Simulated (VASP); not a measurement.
Runs of VASP 6.6.1 on Si2W. The structure is that of space group I4/mmm (No. 139), or close to it. The cells are those of the table. 

| cell | gap on the mesh (eV) | pressure (GPa) | largest force (eV/Å) |
| --- | --- | --- | --- |
| a = 4.586 Å, angles 138.4, 138.4, 60.3°, 3 atoms | none | (a) | 0.08 |
| a = 4.701 Å, angles 138.4, 138.4, 60.3°, 3 atoms | none | -21.7 | 0.24 |
| a = 4.644 Å, angles 138.4, 138.4, 60.3°, 3 atoms | none | -16.4 | 0.16 |
| a = 4.466 Å, angles 138.4, 138.4, 60.3°, 3 atoms | none | (b) | 0.13 |
| a = 4.403 Å, angles 138.4, 138.4, 60.3°, 3 atoms | none | 21.2 | 0.26 |
| a = 4.338 Å, angles 138.4, 138.4, 60.3°, 3 atoms | none | 37.0 | 0.41 |
| a = 4.527 Å, angles 138.4, 138.4, 60.3°, 3 atoms | none | -1.6 | 0.02 |

Alike in all rows: task single point; level PBEsol; potentials or basis VASP PAW PBE potentials, release 64 (Si, W_sv); no spin polarisation; k mesh 13 × 13 × 13; cutoff (eV) 520; smearing fermi-dirac 0.1 eV.

Task: Estimate the missing entries.

Result: (a) -9.8; (b) 8.6.

Caveats: the PAW data sets were made with another functional, which shifts forces and pressure a little; spin-orbit coupling is left out, which moves the levels of the heavy elements.

A k mesh can miss the band edges, and the runs leave out spin-orbit coupling on W.

A gap of «none» marks levels without a gap at the run's occupations.
